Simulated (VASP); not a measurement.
Crystal: SnSe2.

```
Sn Se
1.0
     1.89501    1.09409    6.02691
    -1.89501    1.09409    6.02691
     0.00000   -2.18817    6.02691
Sn Se
1 2
Cartesian
  0.0000 0.0000 -0.0041
  0.0000 0.0000 7.7363
  0.0000 0.0000 4.3217
```

Base run:

* Program: VASP 6.6.1
* Functional: PBE
* Potentials or basis: VASP PAW PBE potentials, release 64 (Sn_d, Se)
* Cutoff: 520 eV
* k mesh: 6 × 6 × 6
* Occupations: fermi-dirac, width 0.02 eV
* Spin: no spin polarisation

Its results: band gap on the k mesh zero (bands 13 and 14 overlap by 0.68 eV); pressure 2.8 GPa; largest force 0.325 eV/Å.

Q: The run is repeated on the same cell with these changes: dispersion from none to D4. What comes out?

A: Band gap on the k mesh zero (bands 13 and 14 overlap by 0.68 eV); pressure 0.3 GPa; largest force 0.338 eV/Å.

Dispersion adds attraction, which lowers the pressure at fixed volume and, as a term added to the energy, leaves the levels alone.

Caveats: semilocal functionals underestimate gaps, so a narrow gap can read as zero; spin-orbit coupling is left out, which moves the levels of the heavy elements.
